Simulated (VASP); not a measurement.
Here is a VASP 6.6.1 calculation.

INCAR

```
SYSTEM = Os2C3
PREC     = Accurate       ! precision mode
ENCUT    = 520            ! plane-wave cutoff, eV
EDIFF    = 1E-6           ! SCF threshold, eV
ISMEAR   = 0              ! smearing method
SIGMA    = 0.1            ! smearing width, eV
LREAL    = .FALSE.        ! projectors in reciprocal space
LASPH    = .TRUE.         ! aspherical terms in the spheres
NELM     = 100            ! most SCF steps
ALGO     = Normal         ! electronic algorithm
ISIF     = 2              ! what is computed and relaxed
LWAVE    = .FALSE.        ! write WAVECAR
LCHARG   = .FALSE.        ! write CHGCAR
GGA      = PE             ! functional
NBANDS   = 22             ! bands
```

Contents of KPOINTS:

```
regular mesh
0
G
  6 6 4
  0 0 0
```

File POSCAR:

```
Os2C3
1.0
    3.2958544583      0.0000000000      0.0000000000
   -1.6479272291      2.8542936880      0.0000000000
    0.0000000000      0.0000000000      5.1278141698
Os C
2 3
Direct
    0.3333333333      0.6666666667      0.2450000000
    0.6666666667      0.3333333333      0.7550000000
    0.0000000000      0.0000000000      0.0000000000
    0.3333333333      0.6666666667      0.6450000000
    0.6666666667      0.3333333333      0.3550000000
```

Potentials or basis: VASP PAW PBE potentials, release 64 (Os, C).

Launch:

```bash
$ cat potpaw_PBE.64/Os/POTCAR potpaw_PBE.64/C/POTCAR > POTCAR
$ mpirun -np 1 vasp_std > vasp.out
```

Question: Estimate the largest force.

Answer: 1.190 eV/Å.

Question: Estimate the band gap on the k mesh.

Answer: Zero (bands 14 and 15 overlap by 1.12 eV).

Question: What does it give for the pressure?

Answer: 25.8 GPa.

Forces in eV/Å, atoms in the order of the input:
```
Os   0.000  0.000  0.895
Os   0.000  0.000 -0.895
C    0.000  0.000  0.000
C    0.000  0.000 -1.190
C    0.000  0.000  1.190
```

Caveat: the k points lie up to 0.37 Å⁻¹ apart, too coarse for converged energies and pressures of a metal; spin-orbit coupling is left out, which moves the levels of the heavy elements; forces of over 1 eV/Å act on the atoms, so gaps and moduli don't describe the material at rest.
